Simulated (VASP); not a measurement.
Input of a VASP 6.6.1 run:

Contents of INCAR:

```
  METAGGA = R2SCAN
  ISMEAR = 0
  SIGMA = 0.03
  LWAVE = False
  LCHARG = False
  ISIF = 2
  ISYM = 0
  PREC = Accurate
  LASPH = True
  LREAL = False
  ALGO = Normal
  EDIFF = 1E-7
  NELM = 120
  GGA_COMPAT = False
  ENCUT = 420
  EFERMI = MIDGAP
  LMIXTAU = True
  NSIM = 4
```

File KPOINTS:

```
k-points
0
Gamma
  2 2 2
```

POSCAR

```
MgS
1.0
    0.0000000000      5.2033000000      5.2033000000
    5.2033000000      0.0000000000      5.2033000000
    7.8049500000      7.8049500000      0.0000000000
S Mg
12 12
Direct
    0.2527930000      0.2494100000      0.1721350000
    0.2457930000      0.2539460000      0.4968490000
    0.2565380000      0.2422500000      0.8347150000
    0.2497450000      0.7510670000      0.1681940000
    0.2527910000      0.7434970000      0.4982000000
    0.2541290000      0.7540590000      0.8331200000
    0.7534420000      0.2469660000      0.1676910000
    0.7521970000      0.2537170000      0.4948410000
    0.7408230000      0.2528000000      0.8347880000
    0.7533200000      0.7557030000      0.1659330000
    0.7489020000      0.7562810000      0.4918430000
    0.7455820000      0.7459250000      0.8326740000
    0.0062320000     -0.0015080000     -0.0016420000
   -0.0018570000      0.0046870000      0.3264000000
   -0.0016370000     -0.0033840000      0.6702280000
    0.0023020000      0.5028980000     -0.0023790000
   -0.0000970000      0.4969170000      0.3367870000
   -0.0054350000      0.5063030000      0.6683400000
    0.5011810000     -0.0050980000     -0.0020510000
    0.5047720000      0.0002910000      0.3284200000
    0.5043200000      0.0002440000      0.6637460000
    0.5121270000      0.4977940000     -0.0050880000
    0.4928890000      0.5062830000      0.3416920000
    0.5001680000      0.4998800000      0.6641620000
```

Potentials or basis: VASP PAW PBE potentials, release 64 (S, Mg).

Launch:

```console
$ cat potpaw_PBE.64/S/POTCAR potpaw_PBE.64/Mg/POTCAR > POTCAR
$ mpirun -np 8 vasp_std > vasp.out
```

Predict the largest force.

0.659 eV/Å.

What does it give for the pressure?

-0.1 GPa.

Estimate the band gap on the k mesh.

3.37 eV.

Stress tensor (GPa, compression positive):
```
 0.07 -0.16  0.18
-0.16 -0.05  0.16
 0.18  0.16 -0.20
```

Caveat: the k points lie up to 0.52 Å⁻¹ apart; the cell differs from its parent crystal (atoms moved at random); the PAW data sets were made with another functional, which shifts forces and pressure a little. A k mesh can miss the band edges.
